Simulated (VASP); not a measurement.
# Hg (I4/mmm) in VASP: single point with r2SCAN

Aim: the single point of Hg with r2SCAN.

All numbers are computed with VASP 6.6.1; they aren't measurements. Logs are shortened: lines on timing, memory, paths and dates and some standing lists are left out, and cuts for length are marked.

### 1 The cell of the first run

The structure is tetragonal, space group I4/mmm (No. 139). Conventional cell: a = 3.990 Å, b = 3.990 Å, c = 3.292 Å, α = 90.00°, β = 90.00°, γ = 90.00°. Hg (site symmetry 4/mmm) has 14 Hg at 3.27 to 3.99 Å within 4.3 Å.

### 2 Single point, r2SCAN

POSCAR

```
Hg
1.0
   -1.9950320000      1.9950320000      1.6458380000
    1.9950320000     -1.9950320000      1.6458380000
    1.9950320000      1.9950320000     -1.6458380000
Hg
1
Direct
    0.0000000000      0.0000000000      0.0000000000
```

INCAR.step1

```
SYSTEM = Hg
PREC     = Accurate       ! precision mode
ENCUT    = 520            ! plane-wave cutoff, eV
ISMEAR   = 0              ! smearing method
SIGMA    = 0.1172         ! smearing width, eV
LREAL    = .FALSE.        ! projectors in reciprocal space
LASPH    = .TRUE.         ! aspherical terms in the spheres
NELM     = 100            ! most SCF steps
NBANDS   = 12             ! bands
GGA      = PE             ! functional
ALGO     = Normal         ! electronic algorithm
EDIFF    = 1E-4           ! SCF threshold, eV
LWAVE    = .TRUE.         ! write WAVECAR
LCHARG   = .FALSE.        ! write CHGCAR
```

INCAR.step2

```
SYSTEM = Hg
PREC     = Accurate       ! precision mode
ENCUT    = 520            ! plane-wave cutoff, eV
EDIFF    = 1E-6           ! SCF threshold, eV
ISMEAR   = 0              ! smearing method
SIGMA    = 0.1172         ! smearing width, eV
LREAL    = .FALSE.        ! projectors in reciprocal space
LASPH    = .TRUE.         ! aspherical terms in the spheres
NELM     = 100            ! most SCF steps
ALGO     = Normal         ! electronic algorithm
ISIF     = 2              ! what is computed and relaxed
LWAVE    = .FALSE.        ! write WAVECAR
LCHARG   = .FALSE.        ! write CHGCAR
METAGGA  = R2SCAN         ! meta-GGA
LMIXTAU  = .TRUE.       
NBANDS   = 12             ! bands
ISTART   = 1
```

KPOINTS

```
regular mesh
0
G
  13 13 13
  0 0 0
```

Potentials or basis: VASP PAW PBE potentials, release 64 (Hg).

The run is started by

```console
$ cat potpaw_PBE.64/Hg/POTCAR > POTCAR
$ cp INCAR.step1 INCAR
$ mpirun -np 1 vasp_std > vasp.out
$ cp INCAR.step2 INCAR
$ mpirun -np 1 vasp_std > vasp.out
```

OUTCAR:

```text
SYSTEM = Hg
   PREC = Accurate
   ENCUT = 520
   EDIFF = 1E-6
   ISMEAR = 0
   LREAL = .FALSE.
   LASPH = .TRUE.
   NELM = 100
   ISIF = 2
   METAGGA = R2SCAN
   ISTART = 1

 ion  position               nearest neighbor table
   1  0.000  0.000  0.000-

  LATTYP: Found a body centered tetragonal cell.
 ALAT       =     3.9900640000
 C/A-ratio  =     0.8249682211

  Lattice vectors:

 A1 = (  -1.9950320000,   1.9950320000,   1.6458380000)
 A2 = (   1.9950320000,  -1.9950320000,   1.6458380000)
 A3 = (   1.9950320000,   1.9950320000,  -1.6458380000)

Analysis of symmetry for initial positions (statically):
=====================================================================
 Subroutine PRICEL returns:
 Original cell was already a primitive cell.

 Routine SETGRP: Setting up the symmetry group for a
 body centered tetragonal supercell.

 Subroutine GETGRP returns: Found 16 space group operations
 (whereof 16 operations were pure point group operations)
 out of a pool of 16 trial point group operations.

The static configuration has the point symmetry D_4h.

Analysis of symmetry for dynamics (positions and initial velocities):
=====================================================================
 Subroutine PRICEL returns:
 Original cell was already a primitive cell.

 Routine SETGRP: Setting up the symmetry group for a
 body centered tetragonal supercell.

 Subroutine GETGRP returns: Found 16 space group operations
 (whereof 16 operations were pure point group operations)
 out of a pool of 16 trial point group operations.

The dynamic configuration has the point symmetry D_4h.

 Subroutine INISYM returns: Found 16 space group operations
 (whereof 16 operations are pure point group operations),
 and found     1 'primitive' translations

----------------------------------------------------------------------------------------

                                     Primitive cell

  volume of cell :      26.2027

  direct lattice vectors                    reciprocal lattice vectors
    -1.995032000  1.995032000  1.645838000     0.000000000  0.250622546  0.303796607
     1.995032000 -1.995032000  1.645838000     0.250622546  0.000000000  0.303796607
     1.995032000  1.995032000 -1.645838000     0.250622546  0.250622546  0.000000000

  length of vectors
     3.266357005  3.266357005  3.266357005     0.393832501  0.393832501  0.354433804

  position of ions in fractional coordinates (direct lattice)
     0.000000000  0.000000000  0.000000000

[... 76 lines left out ...]
   LREAL  =      F    real-space projection
[... 7 lines left out ...]
   TEBEG  =    0.0;   TEEND  =   0.0 temperature during run
   PSTRESS=    0.0 pullay stress
   NELECT =      12.0000    total number of electrons
   NUPDOWN=      -1.0000    fix difference up-down
   EMIN   =  10.00;   EMAX   =-10.00  energy-range for DOS
   EFERMI =   0.00;   METHOD = LEGACY
   ISMEAR =     0;   SIGMA  =   0.12  broadening in eV -4-tet -1-fermi 0-gaus
   EFERMI_NEDOS =   21; number of points for ismear=-14 and -15
   IALGO  =     38    algorithm
   IMIX   =      4    mixing-type and parameters
     AMIX     =   0.40;   BMIX     =  1.00
     AMIX_MAG =   1.60;   BMIX_MAG =  1.00
  volume/ion in A,a.u.               =      26.20       176.82
  Fermi-wavevector in a.u.,A,eV,Ry     =   1.261885  2.384616 21.665275  1.592353
  Thomas-Fermi vector in A             =   2.395321
   LORBIT       =      0    0 simple, 1 ext, 2 COOP (PROOUT), +10 PAW based schemes
   METAGGA = R2SCAN    functional components
   LHFCALC =     F    Hartree Fock is set to
   AEXX    =    0.0000 exact exchange contribution
   IVDW    =     0    specifies the selected vdW correction
   LEPSILON=     F    determine dielectric tensor
   LRPA    =     F    only Hartree local field effects (RPA)
 non-spin polarized calculation
 Gauss-broadening in eV      SIGMA  =   0.12
  energy-cutoff  :      520.00
  volume of cell :       26.20
 maximum number of plane-waves:       728
   NGX = 13   NGY = 13   NGZ = 13

 number of electron      11.9999999 magnetization

 Free energy of the ion-electron system (eV)
  ---------------------------------------------------
  ext. energy  EPLUGINS =         0.00000000
  ---------------------------------------------------
  free energy    TOTEN  =       -49.34987217 eV

  energy without entropy =      -49.34798288  energy(sigma->0) =      -49.34892752

 E-fermi :   1.7719     XC(G=0): -10.8314

 val. band max:        1.7670666203   @ k =  -0.3846  -0.4615   0.3077
 cond. band min:       1.8165223509   @ k =  -0.4615   0.4615   0.1538
 fundamental gap:      0.0494557306
 Fermi energy:         1.7718758755

 k-point     1 :       0.0000    0.0000    0.0000
  band No.  band energies     occupation
      1      -6.5913      2.00000
      2      -5.5758      2.00000
      3      -5.0583      2.00000
      4      -5.0583      2.00000
      5      -4.9986      2.00000
      6      -4.4132      2.00000
      7      14.6038      0.00000
      8      14.6038      0.00000
      9      18.9513      0.00000
     10      18.9513      0.00000
     11      19.1093      0.00000
     12      19.4467      0.00000
[... 331 lines left out ...]
 k-point    24 :       0.4615    0.1538   -0.0000
  band No.  band energies     occupation
      1      -5.7895      2.00000
      2      -5.6281      2.00000
      3      -4.7184      2.00000
      4      -4.4197      2.00000
      5      -4.2585      2.00000
      6      -0.0324      2.00000
      7       3.2520      0.00000
      8       7.7412      0.00000
      9      11.2909      0.00000
     10      16.0663      0.00000
     11      19.2309      0.00000
     12      20.1205      0.00000

 [... further k-points ...]

------------------------ aborting loop because EDIFF is reached ----------------------------------------

  FORCE on cell =-STRESS in cart. coord.  units (eV):
  Direction    XX          YY          ZZ          XY          YZ          ZX
  --------------------------------------------------------------------------------------
  -------------------------------------------------------------------------------------
  Total        0.0654226      0.0654226      0.3340219      0.0000000      0.0000000      0.0000000
  in kB        4.0002895      4.0002895     20.4238997      0.0000000      0.0000000      0.0000000
  external PRESSURE =       9.4748263 kB  Pullay stress =       0.0000000 kB

 VOLUME and BASIS-vectors are now :
 -----------------------------------------------------------------------------
  energy-cutoff  :      520.00
  volume of cell :       26.20
      direct lattice vectors                 reciprocal lattice vectors
    -1.995032000  1.995032000  1.645838000     0.000000000  0.250622546  0.303796607
     1.995032000 -1.995032000  1.645838000     0.250622546  0.000000000  0.303796607
     1.995032000  1.995032000 -1.645838000     0.250622546  0.250622546  0.000000000

 POSITION                                       TOTAL-FORCE (eV/Angst)
 -----------------------------------------------------------------------------------
      0.00000      0.00000      0.00000        -0.000000      0.000000      0.000000
 -----------------------------------------------------------------------------------
    total drift:                               -0.000000      0.000000     -0.000000

  FREE ENERGIE OF THE ION-ELECTRON SYSTEM (eV)
  ---------------------------------------------------
  free  energy   TOTEN  =       -49.3498721729 eV

  energy  without entropy=      -49.3479828757  energy(sigma->0) =      -49.34892752
```

OSZICAR.step1:

```text
N       E                     dE             d eps       ncg     rms          rms(c)
DAV:   1     0.725600248891E+02    0.72560E+02   -0.64937E+03  4976   0.947E+02
DAV:   2     0.110803735187E+01   -0.71452E+02   -0.67165E+02  5204   0.225E+02
DAV:   3    -0.173926551174E+00   -0.12820E+01   -0.12812E+01  5508   0.333E+01
DAV:   4    -0.175160989722E+00   -0.12344E-02   -0.12344E-02  5208   0.110E+00
DAV:   5    -0.175162738477E+00   -0.17488E-05   -0.17489E-05  4220   0.402E-02    0.267E+00
DAV:   6    -0.154324068389E+00    0.20839E-01   -0.53724E-02  5532   0.260E+00    0.205E+00
DAV:   7    -0.153164926297E+00    0.11591E-02   -0.75536E-03  5480   0.846E-01    0.921E-01
DAV:   8    -0.153290672037E+00   -0.12575E-03   -0.82563E-04  5012   0.352E-01    0.328E-02
DAV:   9    -0.153314357372E+00   -0.23685E-04   -0.12898E-05  2596   0.335E-02
   1 F= -.15331436E+00 E0= -.15214039E+00  d E =-.234794E-02
```

It took 55 s on 1 thread of Intel Xeon 6975P-C (Granite Rapids), shared host; peak memory 0.18 GiB.

Results:

```yaml
Free_energy: -49.3499 eV
Pressure: 0.9 GPa
Band_gap_on_the_k_mesh: zero (bands 6 and 7 overlap by 2.66 eV)
```

Caveat: the PAW data sets were made with another functional, which shifts forces and pressure a little; spin-orbit coupling is left out, which moves the levels of the heavy elements.

The gap in the log of VASP goes by the Fermi energy; the results here count the filled bands.